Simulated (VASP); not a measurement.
Se, 2 atoms in the cell. Symmetry: P6_3/mmc, No. 194, hexagonal system. Conventional cell: a = 3.647 Å, b = 3.647 Å, c = 3.774 Å, α = 90.00°, β = 90.00°, γ = 120.00°. Se (site symmetry -6m2) has 14 Se at 2.83 to 3.77 Å within 3.8 Å. This isn't the form of Se at room conditions, which is trigonal, of chains.

- Program: VASP 6.6.1
- Task: single point
- Functional: PBE
- Potentials or basis: VASP PAW PBE potentials, release 64 (Se)
- Cutoff: 520 eV
- k mesh: 19 × 19 × 10
- Occupations: fermi-dirac, width 0.03 eV
- Spin: no spin polarisation
- Dipole correction: no
- Further INCAR settings: ALGO = Normal; EDIFF = 1e-06; NBANDS = 13

Potentials or basis: VASP PAW PBE potentials, release 64 (Se).

Launch:

```console
$ cat potpaw_PBE.64/Se/POTCAR > POTCAR
$ mpirun -np 1 vasp_std > vasp.out
```

Hardware: 1 thread of Intel(R) Xeon(R) 6975P-C (Granite Rapids), on a shared host.

How long does it take, and how much memory?

It took 34 s on 1 thread of Intel(R) Xeon(R) 6975P-C (Granite Rapids) (shared host), peak memory 0.24 GiB. Counts: scf iterations 10, k points 240.
